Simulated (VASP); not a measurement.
# TiO2 (I4_1/amd) in VASP: notebook, part 2 of 2

VASP 6.6.1.

## (4) Single point, PBE

This run uses another cell than the first one, of 11.17 Å³/atom, 1.036 times its volume.

The input, INCAR:

```
SYSTEM = TiO2
ALGO = Normal
EDIFF = 1E-6
ENCUT = 520
GGA = PE
ISIF = 2
ISMEAR = 0
LASPH = .TRUE.
LCHARG = .TRUE.
LELF = .TRUE.
LREAL = .FALSE.
LVHAR = .TRUE.
LWAVE = .FALSE.
NBANDS = 33
NELM = 60
PREC = Accurate
SIGMA = 0.02
```

The input, KPOINTS:

```
k-points
0
G
  10 10 10
  0 0 0
```

The input, POSCAR:

```
TiO2
1.0
   -1.8866760051      1.8866760051      4.7057941776
    1.8866760051     -1.8866760051      4.7057941776
    1.8866760051      1.8866760051     -4.7057941776
Ti O
2 4
Direct
    0.0000000000      0.0000000000      0.0000000000
    0.7500000000      0.2500000000      0.5000000000
    0.9601720305      0.4601720305      0.5000000000
    0.2101720305      0.2101720305      0.0000000000
    0.5398279695      0.0398279695      0.5000000000
    0.7898279695      0.7898279695      0.0000000000
```

Potentials or basis: VASP PAW PBE potentials, release 64 (Ti_sv, O).

Command:

```console
cat potpaw_PBE.64/Ti_sv/POTCAR potpaw_PBE.64/O/POTCAR > POTCAR
mpirun -np 1 vasp_std > vasp.out
```

OUTCAR:

```text
SYSTEM = TiO2
   EDIFF = 1E-6
   ENCUT = 520
   GGA = PE
   ISIF = 2
   ISMEAR = 0
   LASPH = .TRUE.
   LREAL = .FALSE.
   NELM = 60
   PREC = Accurate

 ion  position               nearest neighbor table
   1  0.000  0.000  0.000-   5 1.92   3 1.92   5 1.92   3 1.92   4 1.98   6 1.98
   2  0.750  0.250  0.500-   6 1.92   4 1.92   6 1.92   4 1.92   3 1.98   5 1.98
   3  0.960  0.460  0.500-   1 1.92   1 1.92   2 1.98
   4  0.210  0.210  0.000-   2 1.92   2 1.92   1 1.98
   5  0.540  0.040  0.500-   1 1.92   1 1.92   2 1.98
   6  0.790  0.790  0.000-   2 1.92   2 1.92   1 1.98

  LATTYP: Found a body centered tetragonal cell.
 ALAT       =     3.7733520102
 C/A-ratio  =     2.4942248509

  Lattice vectors:

 A1 = (  -1.8866760051,   1.8866760051,   4.7057941776)
 A2 = (   1.8866760051,  -1.8866760051,   4.7057941776)
 A3 = (   1.8866760051,   1.8866760051,  -4.7057941776)

Analysis of symmetry for initial positions (statically):
=====================================================================
 Subroutine PRICEL returns:
 Original cell was already a primitive cell.

 Routine SETGRP: Setting up the symmetry group for a
 body centered tetragonal supercell.

 Subroutine GETGRP returns: Found 16 space group operations
 (whereof  8 operations were pure point group operations)
 out of a pool of 16 trial point group operations.

The static configuration has the point symmetry D_2d.
 The point group associated with its full space group is D_4h.

Analysis of symmetry for dynamics (positions and initial velocities):
=====================================================================
 Subroutine PRICEL returns:
 Original cell was already a primitive cell.

 Routine SETGRP: Setting up the symmetry group for a
 body centered tetragonal supercell.

 Subroutine GETGRP returns: Found 16 space group operations
 (whereof  8 operations were pure point group operations)
 out of a pool of 16 trial point group operations.

The dynamic configuration has the point symmetry D_2d.
 The point group associated with its full space group is D_4h.

 Subroutine INISYM returns: Found 16 space group operations
 (whereof  8 operations are pure point group operations),
 and found     1 'primitive' translations

----------------------------------------------------------------------------------------

                                     Primitive cell

  volume of cell :      67.0020

  direct lattice vectors                    reciprocal lattice vectors
    -1.886676005  1.886676005  4.705794178     0.000000000  0.265016356  0.106251991
     1.886676005 -1.886676005  4.705794178     0.265016356  0.000000000  0.106251991
     1.886676005  1.886676005 -4.705794178     0.265016356  0.265016356  0.000000000

  length of vectors
     5.409583305  5.409583305  5.409583305     0.285522599  0.285522599  0.374789725

  position of ions in fractional coordinates (direct lattice)
     0.000000000  0.000000000  0.000000000
     0.750000000  0.250000000  0.500000000
     0.960172030  0.460172030  0.500000000
     0.210172030  0.210172030  0.000000000
     0.539827970  0.039827970  0.500000000
     0.789827970  0.789827970  0.000000000

  ion indices of the primitive-cell ions
   primitive index   ion index
                 1           1
                 2           2
                 3           3
                 4           4
                 5           5
                 6           6

----------------------------------------------------------------------------------------

 KPOINTS: k-points

Automatic generation of k-mesh.
 Grid dimensions read from file:
 generate k-points for:   10   10   10

 Generating k-lattice:

  Cartesian coordinates                     Fractional coordinates (reciprocal lattice)
     0.000000000  0.026501636  0.010625199     0.100000000  0.000000000 -0.000000000
     0.026501636  0.000000000  0.010625199     0.000000000  0.100000000 -0.000000000
     0.026501636  0.026501636  0.000000000     0.000000000  0.000000000  0.100000000

  Length of vectors
     0.028552260  0.028552260  0.037478973

  Shift w.r.t. Gamma in fractional coordinates (k-lattice)
     0.000000000  0.000000000  0.000000000

 Subroutine IBZKPT returns following result:
 ===========================================

 Found    102 irreducible k-points:

 Following reciprocal coordinates:
            Coordinates               Weight
  0.000000  0.000000  0.000000      1.000000
  0.100000  0.000000 -0.000000      8.000000
  0.200000  0.000000 -0.000000      8.000000
  0.300000  0.000000 -0.000000      8.000000
  0.400000 -0.000000  0.000000      8.000000
  0.500000  0.000000 -0.000000      4.000000
[... 16 lines left out ...]
  0.300000  0.300000 -0.000000      8.000000
  0.400000  0.300000 -0.000000     16.000000
 [... further k-points ...]
   k-points           NKPTS =    102   k-points in BZ     NKDIM =    102   number of bands    NBANDS=     33
   number of dos      NEDOS =    301   number of ions     NIONS =      6
   total plane-waves  NPLWV =  64000
   dimension x,y,z NGX =    40 NGY =   40 NGZ =   40
   dimension x,y,z NGXF=    80 NGYF=   80 NGZF=   80
   ions per type =               2   4
   NGX,Y,Z   is equivalent  to a cutoff of  12.29, 12.29, 12.29 a.u.
   NGXF,Y,Z  is equivalent  to a cutoff of  24.59, 24.59, 24.59 a.u.
 SYSTEM =  TiO2
   PREC   = accura    normal or accurate (medium, high low for compatibility)
   ISTART =      0    job   : 0-new  1-cont  2-samecut
   ICHARG =      2    charge: 1-file 2-atom 10-const
   ISPIN  =      1    spin polarized calculation?
   LNONCOLLINEAR =      F non collinear calculations
   LSORBIT =      F    spin-orbit coupling
   LASPH  =      T    aspherical Exc in radial PAW
   ENCUT  =  520.0 eV  38.22 Ry    6.18 a.u.  10.06 10.06 10.06*2*pi/ulx,y,z
   NELM   =     60;   NELMIN=  2; NELMDL= -5     # of ELM steps
   EDIFF  = 0.1E-05   stopping-criterion for ELM
   LREAL  =      F    real-space projection
[... 7 lines left out ...]
   TEBEG  =    0.0;   TEEND  =   0.0 temperature during run
   PSTRESS=    0.0 pullay stress
   NELECT =      48.0000    total number of electrons
   NUPDOWN=      -1.0000    fix difference up-down
   EMIN   =  10.00;   EMAX   =-10.00  energy-range for DOS
   EFERMI =   0.00;   METHOD = LEGACY
   ISMEAR =     0;   SIGMA  =   0.02  broadening in eV -4-tet -1-fermi 0-gaus
   EFERMI_NEDOS =   21; number of points for ismear=-14 and -15
   IALGO  =     38    algorithm
   IMIX   =      4    mixing-type and parameters
     AMIX     =   0.40;   BMIX     =  1.00
     AMIX_MAG =   1.60;   BMIX_MAG =  1.00
  volume/ion in A,a.u.               =      11.17        75.36
  Fermi-wavevector in a.u.,A,eV,Ry     =   1.464849  2.768162 29.195126  2.145781
  Thomas-Fermi vector in A             =   2.580776
   LORBIT       =      0    0 simple, 1 ext, 2 COOP (PROOUT), +10 PAW based schemes
   GGA     = PE    functional components
   LHFCALC =     F    Hartree Fock is set to
   AEXX    =    0.0000 exact exchange contribution
   IVDW    =     0    specifies the selected vdW correction
   LEPSILON=     F    determine dielectric tensor
   LRPA    =     F    only Hartree local field effects (RPA)
 non-spin polarized calculation
 Gauss-broadening in eV      SIGMA  =   0.02
  energy-cutoff  :      520.00
  volume of cell :       67.00
 maximum number of plane-waves:      1821
   NGX = 21   NGY = 21   NGZ = 21

 number of electron      47.9999990 magnetization

 Free energy of the ion-electron system (eV)
  ---------------------------------------------------
  ext. energy  EPLUGINS =         0.00000000
  ---------------------------------------------------
  free energy    TOTEN  =       -53.77721362 eV

  energy without entropy =      -53.77721362  energy(sigma->0) =      -53.77721362

 E-fermi :   3.7115     XC(G=0): -10.8325

 val. band max:        3.5773779180   @ k =  -0.4000   0.4000   0.0000
 cond. band min:       5.6554114559   @ k =   0.0000   0.0000   0.0000
 fundamental gap:      2.0780335379
 Fermi energy:         3.7114716846

 k-point     1 :       0.0000    0.0000    0.0000
  band No.  band energies     occupation
      1     -52.8025      2.00000
      2     -52.7361      2.00000
      3     -29.2860      2.00000
      4     -29.0373      2.00000
      5     -29.0373      2.00000
      6     -28.9594      2.00000
[... 25 lines left out ...]
     32       8.9241      0.00000
     33       8.9921      0.00000
[... 797 lines left out ...]
      3     -29.2458      2.00000
      4     -29.2060      2.00000
      5     -29.0860      2.00000
      6     -29.0502      2.00000
[... 25 lines left out ...]
     32      10.1982      0.00000
     33      11.0858      0.00000

 [... further k-points ...]
[... 5 lines left out ...]
  --------------------------------------------------------------------------------------
  -------------------------------------------------------------------------------------
  Total        3.6725491      3.6725491      3.6405314      0.0000000      0.0000000      0.0000000
  in kB       87.8194320     87.8194320     87.0538124      0.0000000      0.0000000      0.0000000
  external PRESSURE =      87.5642255 kB  Pullay stress =       0.0000000 kB

 VOLUME and BASIS-vectors are now :
 -----------------------------------------------------------------------------
  energy-cutoff  :      520.00
  volume of cell :       67.00
      direct lattice vectors                 reciprocal lattice vectors
    -1.886676005  1.886676005  4.705794178     0.000000000  0.265016356  0.106251991
     1.886676005 -1.886676005  4.705794178     0.265016356  0.000000000  0.106251991
     1.886676005  1.886676005 -4.705794178     0.265016356  0.265016356  0.000000000

 POSITION                                       TOTAL-FORCE (eV/Angst)
 -----------------------------------------------------------------------------------
      0.00000      0.00000      0.00000        -0.000000     -0.000000     -0.000000
      0.00000      1.88668      2.35290        -0.000000     -0.000000     -0.000000
      0.00000      1.88668      4.33095         0.000000     -0.000000      0.023789
      0.00000      0.00000      1.97805        -0.000000      0.000000      0.023789
     -0.00000      1.88668      0.37484         0.000000     -0.000000     -0.023789
      0.00000      0.00000      7.43354        -0.000000      0.000000     -0.023789
 -----------------------------------------------------------------------------------
    total drift:                               -0.000000      0.000000     -0.000000

  FREE ENERGIE OF THE ION-ELECTRON SYSTEM (eV)
  ---------------------------------------------------
  free  energy   TOTEN  =       -53.7772136173 eV

  energy  without entropy=      -53.7772136173  energy(sigma->0) =      -53.77721362
```

OSZICAR:

```text
N       E                     dE             d eps       ncg     rms          rms(c)
DAV:   1     0.662024958631E+03    0.66202E+03   -0.24234E+04  6732   0.170E+03
DAV:   2     0.290009685453E+02   -0.63302E+03   -0.58639E+03  7437   0.509E+02
DAV:   3    -0.657839514880E+02   -0.94785E+02   -0.93142E+02  9052   0.190E+02
DAV:   4    -0.706164490781E+02   -0.48325E+01   -0.48224E+01 10098   0.412E+01
DAV:   5    -0.707977985410E+02   -0.18135E+00   -0.18132E+00  8626   0.633E+00    0.327E+01
DAV:   6    -0.538459122189E+02    0.16952E+02   -0.76220E+01  9391   0.893E+01    0.108E+01
DAV:   7    -0.539581792186E+02   -0.11227E+00   -0.14156E+01  8901   0.318E+01    0.968E+00
DAV:   8    -0.538144152549E+02    0.14376E+00   -0.55185E-01  8994   0.647E+00    0.655E+00
DAV:   9    -0.538271119656E+02   -0.12697E-01   -0.71334E-01  9447   0.953E+00    0.220E+00
DAV:  10    -0.537873877476E+02    0.39724E-01   -0.30300E-01  9166   0.572E+00    0.917E-01
DAV:  11    -0.537776596169E+02    0.97281E-02   -0.39242E-02  9218   0.133E+00    0.393E-01
DAV:  12    -0.537774912336E+02    0.16838E-03   -0.46273E-03  7981   0.815E-01    0.138E-01
DAV:  13    -0.537772285041E+02    0.26273E-03   -0.10711E-03  9175   0.381E-01    0.338E-02
DAV:  14    -0.537772132155E+02    0.15289E-04   -0.11620E-04  8769   0.817E-02    0.119E-02
DAV:  15    -0.537772136173E+02   -0.40181E-06   -0.86365E-06  8919   0.275E-02
   1 F= -.53777214E+02 E0= -.53777214E+02  d E =-.135454E-23
```

Run time: 9.1 min. Hardware: 1 thread of Intel Xeon 8259CL, shared host; peak memory 0.36 GiB.

What came out:

* Free energy: -53.7772 eV
* Pressure: 8.8 GPa
* Largest force: 0.024 eV/Å
* Band gap on the k mesh: 2.08 eV, indirect (least direct gap 2.46 eV)

Forces in eV/Å, atoms in the order of the input:
```
Ti   0.000  0.000  0.000
Ti   0.000  0.000  0.000
O    0.000  0.000  0.024
O    0.000  0.000  0.024
O    0.000  0.000 -0.024
O    0.000  0.000 -0.024
```

Levels at points of the mesh, in eV from the valence-band top:
| k point | band 21 | band 22 | band 23 | band 24 | band 25 | band 26 | band 27 | band 28 |
| --- | --- | --- | --- | --- | --- | --- | --- | --- |
| (0.00, 0.00, 0.00) | -0.76 | -0.76 | -0.52 | -0.52 | 2.08 | 2.86 | 3.92 | 3.92 |
| (0.50, 0.00, 0.00) | -2.01 | -1.01 | -0.87 | -0.65 | 3.25 | 3.52 | 3.59 | 3.73 |
| (0.50, 0.50, 0.00) | -2.16 | -2.16 | -0.02 | -0.02 | 3.41 | 3.41 | 3.88 | 3.88 |
| (0.50, 0.50, 0.50) | -1.31 | -1.31 | -0.16 | -0.16 | 2.45 | 2.45 | 3.78 | 3.78 |

A k mesh can miss the band edges. A hybrid or GW would open this gap; PBE tends to underestimate it.
